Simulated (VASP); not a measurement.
Mo, 1 atom in the cell. It takes space group Im-3m (No. 229, cubic). The conventional cell has a = 3.109 Å, b = 3.109 Å, c = 3.109 Å, α = 90.00°, β = 90.00°, γ = 90.00°. Within 3.6 Å of Mo (site symmetry m-3m) lie 14 Mo at 2.69 to 3.11 Å. 

| Item | Value |
| --- | --- |
| Program | VASP 6.6.1 |
| Task | single point |
| Functional | LDA |
| Potentials or basis | VASP PAW LDA potentials, release 64 (Mo_sv) |
| Cutoff | 520 eV |
| k mesh | 10 × 10 × 10 |
| Occupations | methfessel-paxton, width 0.02 eV |
| Spin | no spin polarisation |
| Dipole correction | no |
| Further INCAR settings | ALGO = Normal; EDIFF = 1e-07; NBANDS = 13 |

Potentials or basis: VASP PAW LDA potentials, release 64 (Mo_sv).

Launch:

```bash
$ cat potpaw_LDA.64/Mo_sv/POTCAR > POTCAR
$ mpirun -np 1 vasp_std > vasp.out
```

Hardware: 1 thread of Intel Xeon 8259CL, with other jobs on the host.

Task: Estimate the wall time of this run.

Result: Wall time 13 s on 1 thread of Intel Xeon 8259CL, on a shared host, peak memory 0.12 GiB. Counts: scf iterations 11, k points 47.
